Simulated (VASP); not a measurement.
# GaAs (gw) (F-43m) in VASP: single point with LDA

Aim: the single point of GaAs (gw) with LDA.

All numbers are computed with VASP 6.6.1; they aren't measurements. Logs are shortened: lines on timing, memory, paths and dates and some standing lists are left out, and cuts for length are marked.

## Step 1: The cell of the first run

It takes space group F-43m (No. 216, cubic). The conventional cell has a = 5.603 Å, b = 5.603 Å, c = 5.603 Å, α = 90.00°, β = 90.00°, γ = 90.00°. Ga (site symmetry -43m) has 4 As at 2.43 Å within 3.2 Å. As (site symmetry -43m) has 4 Ga at 2.43 Å within 3.2 Å.

## Step 2: Single point, LDA

INCAR reads:

```
SYSTEM = GaAs
ALGO = Normal ; EDIFF = 1E-6
ENCUT = 520 ; ISIF = 2
ISMEAR = 0 ; LASPH = .TRUE.
LCHARG = .TRUE. ; LELF = .TRUE.
LREAL = .FALSE. ; LVHAR = .TRUE.
LWAVE = .FALSE. ; NBANDS = 16
NELM = 60 ; PREC = Accurate
SIGMA = 0.01
```

KPOINTS reads:

```
k-points
0
G
  4 4 4
  0 0 0
```

POSCAR reads:

```
GaAs
1.0
    0.0000000000      2.8016907950      2.8016907950
    2.8016907950      0.0000000000      2.8016907950
    2.8016907950      2.8016907950      0.0000000000
Ga As
1 1
Direct
    0.0000000000      0.0000000000      0.0000000000
    0.7500000000      0.7500000000      0.7500000000
```

Potentials or basis: VASP PAW LDA potentials, release 64 (Ga_d, As).

On the command line:

```
$ cat potpaw_LDA.64/Ga_d/POTCAR potpaw_LDA.64/As/POTCAR > POTCAR
$ mpirun -np 1 vasp_std > vasp.out
```

OUTCAR:

```text
SYSTEM = GaAs
   EDIFF = 1E-6
   ENCUT = 520
   ISIF = 2
   ISMEAR = 0
   LASPH = .TRUE.
   LREAL = .FALSE.
   NELM = 60
   PREC = Accurate

 ion  position               nearest neighbor table
   1  0.000  0.000  0.000-   2 2.43   2 2.43   2 2.43   2 2.43
   2  0.750  0.750  0.750-   1 2.43   1 2.43   1 2.43   1 2.43

  LATTYP: Found a face centered cubic cell.
 ALAT       =     5.6033815900

  Lattice vectors:

 A1 = (   0.0000000000,   2.8016907950,   2.8016907950)
 A2 = (   2.8016907950,   0.0000000000,   2.8016907950)
 A3 = (   2.8016907950,   2.8016907950,   0.0000000000)

Analysis of symmetry for initial positions (statically):
=====================================================================
 Subroutine PRICEL returns:
 Original cell was already a primitive cell.

 Routine SETGRP: Setting up the symmetry group for a
 face centered cubic supercell.

 Subroutine GETGRP returns: Found 24 space group operations
 (whereof 24 operations were pure point group operations)
 out of a pool of 48 trial point group operations.

The static configuration has the point symmetry T_d .

Analysis of symmetry for dynamics (positions and initial velocities):
=====================================================================
 Subroutine PRICEL returns:
 Original cell was already a primitive cell.

 Routine SETGRP: Setting up the symmetry group for a
 face centered cubic supercell.

 Subroutine GETGRP returns: Found 24 space group operations
 (whereof 24 operations were pure point group operations)
 out of a pool of 48 trial point group operations.

The dynamic configuration has the point symmetry T_d .

 Subroutine INISYM returns: Found 24 space group operations
 (whereof 24 operations are pure point group operations),
 and found     1 'primitive' translations

----------------------------------------------------------------------------------------

                                     Primitive cell

  volume of cell :      43.9836

  direct lattice vectors                    reciprocal lattice vectors
     0.000000000  2.801690795  2.801690795    -0.178463662  0.178463662  0.178463662
     2.801690795  0.000000000  2.801690795     0.178463662 -0.178463662  0.178463662
     2.801690795  2.801690795  0.000000000     0.178463662  0.178463662 -0.178463662

  length of vectors
     3.962189120  3.962189120  3.962189120     0.309108130  0.309108130  0.309108130

[... 62 lines left out ...]
   NELM   =     60;   NELMIN=  2; NELMDL= -5     # of ELM steps
   EDIFF  = 0.1E-05   stopping-criterion for ELM
   LREAL  =      F    real-space projection
   EDIFFG = 0.1E-04   stopping-criterion for IOM
   NSW    =      0    number of steps for IOM
   IBRION =     -1    ionic relax: 0-MD 1-quasi-New 2-CG
   NFREE  =      0    steps in history (QN), initial steepest desc. (CG)
   ISIF   =      2    stress and relaxation
   ISYM   =      2    0-nonsym 1-usesym 2-fastsym
   POTIM  = 0.5000    time-step for ionic-motion
   TEBEG  =    0.0;   TEEND  =   0.0 temperature during run
   PSTRESS=    0.0 pullay stress
   NELECT =      18.0000    total number of electrons
   NUPDOWN=      -1.0000    fix difference up-down
   EMIN   =  10.00;   EMAX   =-10.00  energy-range for DOS
   EFERMI =   0.00;   METHOD = LEGACY
   ISMEAR =     0;   SIGMA  =   0.01  broadening in eV -4-tet -1-fermi 0-gaus
   EFERMI_NEDOS =   21; number of points for ismear=-14 and -15
   IALGO  =     38    algorithm
   IMIX   =      4    mixing-type and parameters
     AMIX     =   0.40;   BMIX     =  1.00
     AMIX_MAG =   1.60;   BMIX_MAG =  1.00
  volume/ion in A,a.u.               =      21.99       148.41
  Fermi-wavevector in a.u.,A,eV,Ry     =   1.215445  2.296859 20.099990  1.477308
  Thomas-Fermi vector in A             =   2.350832
   LORBIT       =      0    0 simple, 1 ext, 2 COOP (PROOUT), +10 PAW based schemes
   GGA     = CA    functional components
   LHFCALC =     F    Hartree Fock is set to
   AEXX    =    0.0000 exact exchange contribution
   IVDW    =     0    specifies the selected vdW correction
   LEPSILON=     F    determine dielectric tensor
   LRPA    =     F    only Hartree local field effects (RPA)
 non-spin polarized calculation
 Gauss-broadening in eV      SIGMA  =   0.01
  energy-cutoff  :      520.00
  volume of cell :       43.98
 maximum number of plane-waves:      1243
 NGX is ok and might be reduce to    30
   NGX = 15   NGY = 15   NGZ = 15

 number of electron      18.0000013 magnetization

 Free energy of the ion-electron system (eV)
  ---------------------------------------------------
  ext. energy  EPLUGINS =         0.00000000
  ---------------------------------------------------
  free energy    TOTEN  =        -9.44924073 eV

  energy without entropy =       -9.44924073  energy(sigma->0) =       -9.44924073

 E-fermi :   4.2276     XC(G=0): -10.0159

 val. band max:        4.1132601442   @ k =   0.0000   0.0000   0.0000
 cond. band min:       4.6291941975   @ k =   0.0000   0.0000   0.0000
 fundamental gap:      0.5159340532
 Fermi energy:         4.2275591320

 k-point     1 :       0.0000    0.0000    0.0000
  band No.  band energies     occupation
      1     -10.9267      2.00000
      2     -10.9267      2.00000
      3     -10.9267      2.00000
      4     -10.8436      2.00000
      5     -10.8436      2.00000
      6      -8.8534      2.00000
[... 129 lines left out ...]
      3     -10.8795      2.00000
      4     -10.8554      2.00000
      5     -10.8394      2.00000
      6      -6.1481      2.00000
[... 8 lines left out ...]
     15      16.4168      0.00000
     16      17.4704      0.00000

------------------------ aborting loop because EDIFF is reached ----------------------------------------

  FORCE on cell =-STRESS in cart. coord.  units (eV):
  Direction    XX          YY          ZZ          XY          YZ          ZX
  --------------------------------------------------------------------------------------
  -------------------------------------------------------------------------------------
  Total        0.1570245      0.1570245      0.1570245      0.0000000      0.0000000      0.0000000
  in kB        5.7198863      5.7198863      5.7198863      0.0000000      0.0000000      0.0000000
  external PRESSURE =       5.7198863 kB  Pullay stress =       0.0000000 kB

 VOLUME and BASIS-vectors are now :
 -----------------------------------------------------------------------------
  energy-cutoff  :      520.00
  volume of cell :       43.98
      direct lattice vectors                 reciprocal lattice vectors
     0.000000000  2.801690795  2.801690795    -0.178463662  0.178463662  0.178463662
     2.801690795  0.000000000  2.801690795     0.178463662 -0.178463662  0.178463662
     2.801690795  2.801690795  0.000000000     0.178463662  0.178463662 -0.178463662

 POSITION                                       TOTAL-FORCE (eV/Angst)
 -----------------------------------------------------------------------------------
      0.00000      0.00000      0.00000         0.000000      0.000000      0.000000
      4.20254      4.20254      4.20254        -0.000000     -0.000000     -0.000000
 -----------------------------------------------------------------------------------
    total drift:                                0.000000      0.000000      0.000000

  FREE ENERGIE OF THE ION-ELECTRON SYSTEM (eV)
  ---------------------------------------------------
  free  energy   TOTEN  =        -9.4492407320 eV

  energy  without entropy=       -9.4492407320  energy(sigma->0) =       -9.44924073
```

OSZICAR:

```text
N       E                     dE             d eps       ncg     rms          rms(c)
DAV:   1     0.778857760036E+02    0.77886E+02   -0.91062E+03   264   0.162E+03
DAV:   2    -0.341591739135E+01   -0.81302E+02   -0.76820E+02   304   0.296E+02
DAV:   3    -0.963122623166E+01   -0.62153E+01   -0.62006E+01   296   0.635E+01
DAV:   4    -0.971831671206E+01   -0.87090E-01   -0.87083E-01   328   0.856E+00
DAV:   5    -0.971968892284E+01   -0.13722E-02   -0.13721E-02   304   0.918E-01    0.313E+00
DAV:   6    -0.950198983275E+01    0.21770E+00   -0.24453E-01   384   0.871E+00    0.184E+00
DAV:   7    -0.945277125790E+01    0.49219E-01   -0.76542E-02   360   0.202E+00    0.543E-01
DAV:   8    -0.944924141427E+01    0.35298E-02   -0.10877E-02   312   0.112E+00    0.120E-01
DAV:   9    -0.944922617858E+01    0.15236E-04   -0.79764E-04   320   0.338E-01    0.445E-02
DAV:  10    -0.944923441948E+01   -0.82409E-05   -0.48349E-05   408   0.798E-02    0.241E-02
DAV:  11    -0.944924092538E+01   -0.65059E-05   -0.89473E-06   296   0.465E-02    0.309E-03
DAV:  12    -0.944924073199E+01    0.19339E-06   -0.66606E-07   256   0.130E-02
   1 F= -.94492407E+01 E0= -.94492407E+01  d E =-.484020E-60
```

stdout:

```text
POSCAR found type information on POSCAR GaAs
 POSCAR found :  2 types and       2 ions
 scaLAPACK will be used
 LDA part: xc-table for (Slater(with rela. corr.)+CA(PZ))
 , standard interpolation
 POSCAR, INCAR and KPOINTS ok, starting setup
 FFT: planning ... GRIDC
 FFT: planning ... GRID_SOFT
 FFT: planning ... GRID
 WAVECAR not read
 entering main loop
```

It took 3.6 s on 1 thread of Intel Xeon 6975P-C, shared host; peak memory 0.14 GiB.

Results:

```yaml
Free_energy: -9.4492 eV
Pressure: 0.6 GPa
Band_gap_on_the_k_mesh: 0.52 eV, direct
```

Caveat: the k points lie up to 0.49 Å⁻¹ apart. A k mesh can miss the band edges.
